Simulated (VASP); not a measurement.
Set up this calculation in VASP 6.6.1, as the native input.

```
Task                   : single point
Functional             : PBEsol
Potentials or basis    : VASP PAW PBE potentials, release 64 (Pd)
Cutoff                 : 500 eV
k mesh                 : 10 × 10 × 6
Occupations            : fermi-dirac, width 0.05 eV
Spin                   : no spin polarisation
Dipole correction      : no
Further INCAR settings : ALGO = Normal; EDIFF = 1e-06; NBANDS = 17
```

The structure of Pd lies in POSCAR:

```
Pd
1.0
    2.5910251468      0.0000000000      0.0000000000
   -1.2955125734      2.2438935989      0.0000000000
    0.0000000000      0.0000000000      4.3327166645
Pd
2
Direct
    0.3333333333      0.6666666667      0.2500000000
    0.6666666667      0.3333333333      0.7500000000
```

One way to write it, as run:

INCAR

```
SYSTEM = Pd
PREC     = Accurate       ! precision mode
ENCUT    = 500            ! plane-wave cutoff, eV
EDIFF    = 1E-6           ! SCF threshold, eV
ISMEAR   = -1             ! smearing method
SIGMA    = 0.05           ! smearing width, eV
LREAL    = .False.        ! projectors in reciprocal space
LASPH    = .True.         ! aspherical terms in the spheres
NELM     = 120            ! most SCF steps
ALGO     = Normal         ! electronic algorithm
ISIF     = 2              ! what is computed and relaxed
LWAVE    = .False.        ! write WAVECAR
LCHARG   = .True.         ! write CHGCAR
GGA      = PS             ! functional
LELF     = .True.         ! ELF
LVHAR    = .True.       
NBANDS   = 17             ! bands
GGA_COMPAT= .False.
```

KPOINTS

```
Automatic mesh
0
Gamma
  10 10 6
  0 0 0
```

Potentials or basis: VASP PAW PBE potentials, release 64 (Pd).

Launch:

```bash
$ cat potpaw_PBE.64/Pd/POTCAR > POTCAR
$ mpirun -np 1 vasp_std > vasp.out
```

It gave:

```json
{
  "Pressure": "44.6 GPa",
  "Band gap on the k mesh": "zero (band 10 reaches 12.90 eV, above the bottom of band 11 at 11.68 eV)"
}
```

Caveat: the PAW data sets were made with another functional, which shifts forces and pressure a little.

Run time: 29 s on 1 thread of Intel Xeon 8259CL, with other jobs on the host, peak memory 0.15 GiB.
